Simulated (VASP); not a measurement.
# Mo (Fm-3m) in VASP: further runs

Mo is run at these levels: PBE; tasks: single point.

All numbers are computed with VASP 6.6.1; they aren't measurements. Logs are shortened: lines on timing, memory, paths and dates and some standing lists are left out, and cuts for length are marked.

### 1 The cell of the first run

It takes space group Fm-3m (No. 225, cubic). Conventional cell: a = 3.948 Å, b = 3.948 Å, c = 3.948 Å, α = 90.00°, β = 90.00°, γ = 90.00°. Within 3.7 Å of Mo (site symmetry m-3m) lie 12 Mo at 2.79 Å.

### 2 Single point, PBE (volume scaled by 0.9405)

Input file INCAR:

```
PREC     = Accurate       # precision mode
ENCUT    = 520            # plane-wave cutoff, eV
EDIFF    = 1E-7           # SCF threshold, eV
ISMEAR   = -1             # smearing method
SIGMA    = 0.08           # smearing width, eV
LREAL    = False          # projectors in reciprocal space
LASPH    = True           # aspherical terms in the spheres
NELM     = 100            # most SCF steps
ALGO     = Normal         # electronic algorithm
ISIF     = 2              # what is computed and relaxed
LWAVE    = False          # write WAVECAR
LCHARG   = True           # write CHGCAR
GGA      = PE             # functional
LELF     = True           # ELF
LVHAR    = True         
NBANDS   = 13             # bands
```

Input file KPOINTS:

```
Automatic mesh
0
Gamma
  17 17 17
```

Input file POSCAR:

```
Mo
1.0
    0.0000000000      1.9742159233      1.9742159233
    1.9742159233      0.0000000000      1.9742159233
    1.9742159233      1.9742159233      0.0000000000
Mo
1
Direct
    0.0000000000      0.0000000000      0.0000000000
```

Potentials or basis: VASP PAW PBE potentials, release 64 (Mo_sv).

The run is started by

```
$ cat potpaw_PBE.64/Mo_sv/POTCAR > POTCAR
$ mpirun -np 1 vasp_std > vasp.out
```

OUTCAR:

```text
PREC = Accurate
   ENCUT = 520
   EDIFF = 1E-7
   ISMEAR = -1
   LREAL = False
   LASPH = True
   NELM = 100
   ISIF = 2
   GGA = PE

 ion  position               nearest neighbor table
   1  0.000  0.000  0.000-

  LATTYP: Found a face centered cubic cell.
 ALAT       =     3.9484318466

  Lattice vectors:

 A1 = (   0.0000000000,   1.9742159233,   1.9742159233)
 A2 = (   1.9742159233,   0.0000000000,   1.9742159233)
 A3 = (   1.9742159233,   1.9742159233,   0.0000000000)

Analysis of symmetry for initial positions (statically):
=====================================================================
 Subroutine PRICEL returns:
 Original cell was already a primitive cell.

 Routine SETGRP: Setting up the symmetry group for a
 face centered cubic supercell.

 Subroutine GETGRP returns: Found 48 space group operations
 (whereof 48 operations were pure point group operations)
 out of a pool of 48 trial point group operations.

The static configuration has the point symmetry O_h .

Analysis of symmetry for dynamics (positions and initial velocities):
=====================================================================
 Subroutine PRICEL returns:
 Original cell was already a primitive cell.

 Routine SETGRP: Setting up the symmetry group for a
 face centered cubic supercell.

 Subroutine GETGRP returns: Found 48 space group operations
 (whereof 48 operations were pure point group operations)
 out of a pool of 48 trial point group operations.

The dynamic configuration has the point symmetry O_h .

 Subroutine INISYM returns: Found 48 space group operations
 (whereof 48 operations are pure point group operations),
 and found     1 'primitive' translations

----------------------------------------------------------------------------------------

                                     Primitive cell

  volume of cell :      15.3891

  direct lattice vectors                    reciprocal lattice vectors
     0.000000000  1.974215923  1.974215923    -0.253265103  0.253265103  0.253265103
     1.974215923  0.000000000  1.974215923     0.253265103 -0.253265103  0.253265103
     1.974215923  1.974215923  0.000000000     0.253265103  0.253265103 -0.253265103

  length of vectors
     2.791962934  2.791962934  2.791962934     0.438668027  0.438668027  0.438668027

  position of ions in fractional coordinates (direct lattice)
     0.000000000  0.000000000  0.000000000

  ion indices of the primitive-cell ions
   primitive index   ion index
                 1           1

----------------------------------------------------------------------------------------

 KPOINTS: Automatic mesh

Automatic generation of k-mesh.
 Grid dimensions read from file:
 generate k-points for:   17   17   17

 Generating k-lattice:

  Cartesian coordinates                     Fractional coordinates (reciprocal lattice)
    -0.014897947  0.014897947  0.014897947     0.058823529  0.000000000  0.000000000
     0.014897947 -0.014897947  0.014897947     0.000000000  0.058823529  0.000000000
     0.014897947  0.014897947 -0.014897947     0.000000000  0.000000000  0.058823529

  Length of vectors
     0.025804002  0.025804002  0.025804002

  Shift w.r.t. Gamma in fractional coordinates (k-lattice)
     0.000000000  0.000000000  0.000000000

 Subroutine IBZKPT returns following result:
 ===========================================

 Found    165 irreducible k-points:

 Following reciprocal coordinates:
            Coordinates               Weight
  0.000000  0.000000  0.000000      1.000000
  0.058824  0.000000  0.000000      8.000000
  0.117647  0.000000  0.000000      8.000000
  0.176471  0.000000  0.000000      8.000000
  0.235294  0.000000  0.000000      8.000000
  0.294118  0.000000  0.000000      8.000000
[... 16 lines left out ...]
 -0.176471  0.058824  0.000000     24.000000
 -0.117647  0.058824  0.000000     24.000000
 [... further k-points ...]
   k-points           NKPTS =    165   k-points in BZ     NKDIM =    165   number of bands    NBANDS=     13
   number of dos      NEDOS =    301   number of ions     NIONS =      1
   total plane-waves  NPLWV =  13824
   dimension x,y,z NGX =    24 NGY =   24 NGZ =   24
   dimension x,y,z NGXF=    48 NGYF=   48 NGZF=   48
   ions per type =               1
   NGX,Y,Z   is equivalent  to a cutoff of  14.29, 14.29, 14.29 a.u.
   NGXF,Y,Z  is equivalent  to a cutoff of  28.58, 28.58, 28.58 a.u.
 SYSTEM =  unknown system
   PREC   = accura    normal or accurate (medium, high low for compatibility)
   ISTART =      0    job   : 0-new  1-cont  2-samecut
   ICHARG =      2    charge: 1-file 2-atom 10-const
   ISPIN  =      1    spin polarized calculation?
   LNONCOLLINEAR =      F non collinear calculations
   LSORBIT =      F    spin-orbit coupling
   LASPH  =      T    aspherical Exc in radial PAW
   ENCUT  =  520.0 eV  38.22 Ry    6.18 a.u.   5.19  5.19  5.19*2*pi/ulx,y,z
   NELM   =    100;   NELMIN=  2; NELMDL= -5     # of ELM steps
   EDIFF  = 0.1E-06   stopping-criterion for ELM
   LREAL  =      F    real-space projection
   EDIFFG = 0.1E-05   stopping-criterion for IOM
   NSW    =      0    number of steps for IOM
   IBRION =     -1    ionic relax: 0-MD 1-quasi-New 2-CG
   NFREE  =      0    steps in history (QN), initial steepest desc. (CG)
   ISIF   =      2    stress and relaxation
   ISYM   =      2    0-nonsym 1-usesym 2-fastsym
   POTIM  = 0.5000    time-step for ionic-motion
   TEBEG  =    0.0;   TEEND  =   0.0 temperature during run
   PSTRESS=    0.0 pullay stress
   NELECT =      14.0000    total number of electrons
   NUPDOWN=      -1.0000    fix difference up-down
   EMIN   =  10.00;   EMAX   =-10.00  energy-range for DOS
   EFERMI =   0.00;   METHOD = LEGACY
   ISMEAR =    -1;   SIGMA  =   0.08  broadening in eV -4-tet -1-fermi 0-gaus
   EFERMI_NEDOS =   21; number of points for ismear=-14 and -15
   IALGO  =     38    algorithm
   IMIX   =      4    mixing-type and parameters
     AMIX     =   0.40;   BMIX     =  1.00
     AMIX_MAG =   1.60;   BMIX_MAG =  1.00
  volume/ion in A,a.u.               =      15.39       103.85
  Fermi-wavevector in a.u.,A,eV,Ry     =   1.586279  2.997632 34.236075  2.516281
  Thomas-Fermi vector in A             =   2.685614
   LORBIT       =      0    0 simple, 1 ext, 2 COOP (PROOUT), +10 PAW based schemes
   GGA     = PE    functional components
   LHFCALC =     F    Hartree Fock is set to
   AEXX    =    0.0000 exact exchange contribution
   IVDW    =     0    specifies the selected vdW correction
   LEPSILON=     F    determine dielectric tensor
   LRPA    =     F    only Hartree local field effects (RPA)
 non-spin polarized calculation
  energy-cutoff  :      520.00
  volume of cell :       15.39
 maximum number of plane-waves:       428
 NGX is ok and might be reduce to    24
   NGX = 11   NGY = 11   NGZ = 11

 number of electron      13.9999999 magnetization

 Free energy of the ion-electron system (eV)
  ---------------------------------------------------
  ext. energy  EPLUGINS =         0.00000000
  ---------------------------------------------------
  free energy    TOTEN  =       -10.50288429 eV

  energy without entropy =      -10.47663692  energy(sigma->0) =      -10.48976060

 E-fermi :  12.4190     XC(G=0): -13.4590

 val. band max:       12.4039713036   @ k =  -0.3529   0.1765   0.0000
 cond. band min:      12.4207323185   @ k =  -0.2941   0.1765   0.0588
 fundamental gap:      0.0167610149
 Fermi energy:        12.4189591916

 k-point     1 :       0.0000    0.0000    0.0000
  band No.  band energies     occupation
      1     -48.2747      2.00000
      2     -21.5274      2.00000
      3     -21.5274      2.00000
      4     -21.5274      2.00000
      5       5.5675      2.00000
      6      11.6466      1.99987
      7      11.6466      1.99987
      8      11.6466      1.99987
      9      14.4846      0.00000
     10      14.4846      0.00000
     11      25.5338      0.00000
     12      30.9892      0.00000
     13      30.9892      0.00000

 k-point     2 :       0.0588    0.0000    0.0000
  band No.  band energies     occupation
      1     -48.2659      2.00000
      2     -21.5809      2.00000
      3     -21.5340      2.00000
      4     -21.5340      2.00000
      5       5.7158      2.00000
      6      11.5433      1.99996
      7      11.7144      1.99970
      8      11.7144      1.99970
      9      14.4277      0.00000
     10      14.4277      0.00000
     11      25.8231      0.00000
     12      30.3562      0.00000
     13      31.2575      0.00000

 k-point     3 :       0.1176    0.0000    0.0000
  band No.  band energies     occupation
      1     -48.2408      2.00000
      2     -21.7326      2.00000
      3     -21.5529      2.00000
      4     -21.5529      2.00000
      5       6.1355      2.00000
      6      11.2887      2.00000
      7      11.8876      1.99740
      8      11.8876      1.99740
      9      14.3051      0.00000
     10      14.3051      0.00000
     11      26.5951      0.00000
     12      29.1379      0.00000
     13      32.0347      0.00000

 k-point     4 :       0.1765    0.0000    0.0000
  band No.  band energies     occupation
      1     -48.2024      2.00000
      2     -21.9584      2.00000
      3     -21.5814      2.00000
      4     -21.5814      2.00000
      5       6.7393      2.00000
      6      11.0310      2.00000
      7      12.0616      1.97730
      8      12.0616      1.97730
      9      14.2620      0.00000
     10      14.2620      0.00000
     11      27.1858      0.00000
     12      28.3960      0.00000
     13      33.2496      0.00000

 k-point     5 :       0.2353    0.0000    0.0000
  band No.  band energies     occupation
      1     -48.1558      2.00000
      2     -22.2243      2.00000
      3     -21.6155      2.00000
      4     -21.6155      2.00000
      5       7.3426      2.00000
      6      10.9987      2.00000
      7      12.0863      1.96923
      8      12.0863      1.96923
      9      14.4837      0.00000
     10      14.4837      0.00000
     11      26.3646      0.00000
     12      29.1063      0.00000
     13      34.8078      0.00000
[... 257 lines left out ...]
 k-point    22 :      -0.2353    0.0588    0.0000
  band No.  band energies     occupation
      1     -48.1338      2.00000
      2     -22.3183      2.00000
      3     -21.6826      2.00000
      4     -21.6108      2.00000
      5       7.6265      2.00000
      6      10.9270      2.00000
      7      12.0164      1.98704
      8      12.1505      1.93260
      9      14.1574      0.00000
     10      15.1931      0.00000
     11      26.2817      0.00000
     12      29.3730      0.00000
     13      34.1947      0.00000

 k-point    23 :      -0.1765    0.0588    0.0000
  band No.  band energies     occupation
      1     -48.1811      2.00000
      2     -22.0565      2.00000
      3     -21.6428      2.00000
      4     -21.5771      2.00000
      5       7.0740      2.00000
      6      10.8530      2.00000
      7      12.1195      1.95372
      8      12.1866      1.89618
      9      13.8682      0.00000
     10      14.7329      0.00000
     11      27.2321      0.00000
     12      28.6584      0.00000
     13      32.9220      0.00000

 k-point    24 :      -0.1176    0.0588    0.0000
  band No.  band energies     occupation
      1     -48.2222      2.00000
      2     -21.8234      2.00000
      3     -21.6026      2.00000
      4     -21.5509      2.00000
      5       6.4445      2.00000
      6      11.0776      2.00000
      7      12.0097      1.98807
      8      12.0413      1.98234
      9      13.9563      0.00000
     10      14.5339      0.00000
     11      27.1438      0.00000
     12      28.7472      0.00000
     13      31.8710      0.00000

 [... further k-points ...]
[... 5 lines left out ...]
  --------------------------------------------------------------------------------------
  -------------------------------------------------------------------------------------
  Total        1.0694092      1.0694092      1.0694092      0.0000000      0.0000000      0.0000000
  in kB      111.3372621    111.3372621    111.3372621      0.0000000      0.0000000      0.0000000
  external PRESSURE =     111.3372621 kB  Pullay stress =       0.0000000 kB

 VOLUME and BASIS-vectors are now :
 -----------------------------------------------------------------------------
  energy-cutoff  :      520.00
  volume of cell :       15.39
      direct lattice vectors                 reciprocal lattice vectors
     0.000000000  1.974215923  1.974215923    -0.253265103  0.253265103  0.253265103
     1.974215923  0.000000000  1.974215923     0.253265103 -0.253265103  0.253265103
     1.974215923  1.974215923  0.000000000     0.253265103  0.253265103 -0.253265103

 POSITION                                       TOTAL-FORCE (eV/Angst)
 -----------------------------------------------------------------------------------
      0.00000      0.00000      0.00000         0.000000     -0.000000     -0.000000
 -----------------------------------------------------------------------------------
    total drift:                               -0.000000      0.000000      0.000000

  FREE ENERGIE OF THE ION-ELECTRON SYSTEM (eV)
  ---------------------------------------------------
  free  energy   TOTEN  =       -10.5028842870 eV

  energy  without entropy=      -10.4766369192  energy(sigma->0) =      -10.48976060
```

It took 63 s on 1 thread of AMD EPYC 7R13 (Zen 3), shared host; peak memory 0.13 GiB.

What came out:

* Free energy: -10.5029 eV
* Pressure: 11.1 GPa
* Band gap on the k mesh: zero (band 7 reaches 16.55 eV, above the bottom of band 8 at 11.65 eV)

### 3 Single point, PBE (volume scaled by 0.97)

Input file INCAR:

```
SYSTEM = Mo
PREC = Accurate ; ENCUT = 520
EDIFF = 1E-6 ; ISMEAR = -1
SIGMA = 0.08 ; LREAL = .False.
LASPH = .True. ; NELM = 60
ALGO = Normal ; ISIF = 2
LWAVE = .False. ; LCHARG = .True.
GGA = PE ; LELF = .True.
LVHAR = .True. ; NBANDS = 13
```

Input file KPOINTS:

```
regular mesh
0
Gamma
  17 17 17
  0 0 0
```

Input file POSCAR:

```
Mo
1.0
    0.0000000000      1.9946450730      1.9946450730
    1.9946450730      0.0000000000      1.9946450730
    1.9946450730      1.9946450730      0.0000000000
Mo
1
Direct
    0.0000000000      0.0000000000      0.0000000000
```

Potentials or basis: VASP PAW PBE potentials, release 64 (Mo_sv).

The run is started by

```
$ cat potpaw_PBE.64/Mo_sv/POTCAR > POTCAR
$ mpirun -np 1 vasp_std > vasp.out
```

Run time: 62 s. Hardware: 1 thread of AMD EPYC 7R13 (Zen 3), shared host; peak memory 0.13 GiB.

The run converged. Its results:

```
Free energy            : -10.5240 eV
Pressure               : 3.0 GPa
Band gap on the k mesh : zero (band 7 reaches 15.87 eV, above the bottom of band 8 at 11.21 eV)
```

Levels at points of the mesh, in eV from the Fermi level:
```csv
k point,band 4,band 5,band 6,band 7,band 8,band 9,band 10,band 11
"(0.00, 0.00, 0.00)",-34.03,-6.76,-0.73,-0.73,-0.73,1.99,1.99,13.10
```

(Part 1 of 2 ends here.)
